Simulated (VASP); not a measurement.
## KCl: single point with PBE

KCl:

```
K Cl
1.0
     0.00000    3.14485    3.14485
     3.14485    0.00000    3.14485
     3.14485    3.14485    0.00000
K Cl
1 1
Direct
  0.00000 0.00000 0.00000
  0.50000 0.50000 0.50000
```

- Program: VASP 6.6.1
- Task: single point
- Functional: PBE
- Potentials or basis: VASP PAW PBE potentials, release 64 (K_sv, Cl)
- Cutoff: 520 eV
- k mesh: 8 × 8 × 8
- Occupations: fermi-dirac, width 0.02 eV
- Spin: no spin polarisation

The pressure is 0.8 GPa and the band gap on the k mesh is 5.19 eV, direct.

Levels at points of the mesh, in eV from the valence-band top:
```tsv
k point	band 6	band 7	band 8	band 9	band 10	band 11
(0.00, 0.00, 0.00)	0.00	0.00	0.00	5.19	8.38	8.38
(0.50, 0.00, 0.00)	-1.06	-0.33	-0.33	7.60	8.61	10.53
(0.50, 0.50, 0.00)	-0.66	-0.22	-0.22	6.53	8.36	10.08
```

It took 13 s on 1 thread of Intel(R) Xeon(R) 6975P-C (Granite Rapids), with other jobs on the host, peak memory 0.2 GiB.

A k mesh can miss the band edges. PBE gaps usually lie below the measured ones, often by a third to a half.
